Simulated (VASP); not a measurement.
Cr, 1 atom in the cell. Symmetry: Fm-3m, No. 225, cubic system. Conventional cell: a = 3.680 Å, b = 3.680 Å, c = 3.680 Å, α = 90.00°, β = 90.00°, γ = 90.00°. Within 3.4 Å of Cr (site symmetry m-3m) lie 12 Cr at 2.60 Å. 

```yaml
Program: VASP 6.6.1
Task: single point
Functional: PBEsol
Potentials_or_basis: VASP PAW PBE potentials, release 64 (Cr_pv)
Cutoff: 500 eV
k_mesh: 8 × 8 × 8
Occupations: gaussian, width 0.1 eV
Spin: collinear spin, ferromagnetic start
Starting_moments: "[3.0] μB"
Dipole_correction: no
Further_INCAR_settings: ALGO = Normal; EDIFF = 1e-06; NBANDS = 16
```

Potentials or basis: VASP PAW PBE potentials, release 64 (Cr_pv).

The run is started by

```bash
$ cat potpaw_PBE.64/Cr_pv/POTCAR > POTCAR
$ mpirun -np 1 vasp_std > vasp.out
```

Hardware: 1 thread of Intel Xeon 8259CL, on a shared host.

**Question.** How long does it take, and how much memory?

**Answer.** Wall time 51 s on 1 thread of Intel Xeon 8259CL (shared host), peak memory 0.13 GiB. Counts: scf iterations 16, k points 29.
